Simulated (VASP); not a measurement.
A run of VASP 6.6.1 is set up as follows.

File INCAR:

```
PREC = Accurate
ENCUT = 520
EDIFF = 1E-6
ISMEAR = -1
SIGMA = 0.1
LREAL = F
LASPH = T
NELM = 80
ALGO = Normal
ISIF = 2
LWAVE = F
LCHARG = T
GGA = PE
LELF = T
LVHAR = T
NBANDS = 16
```

The input KPOINTS:

```
regular mesh
0
Gamma
  13 13 13
```

File POSCAR:

```
ZnSe
1.0
    0.0000000000      2.6837739762      2.6837739762
    2.6837739762      0.0000000000      2.6837739762
    2.6837739762      2.6837739762      0.0000000000
Zn Se
1 1
Direct
    0.0000000000      0.0000000000      0.0000000000
    0.5000000000      0.5000000000      0.5000000000
```

Potentials or basis: VASP PAW PBE potentials, release 64 (Zn, Se).

Launch:

```console
$ cat potpaw_PBE.64/Zn/POTCAR potpaw_PBE.64/Se/POTCAR > POTCAR
$ mpirun -np 1 vasp_std > vasp.out
```

Task: What does it give for the band gap on the k mesh?

Result: Zero (band 9 reaches 3.12 eV, above the bottom of band 10 at 2.17 eV).

Task: Estimate the pressure.

Result: 0.2 GPa.
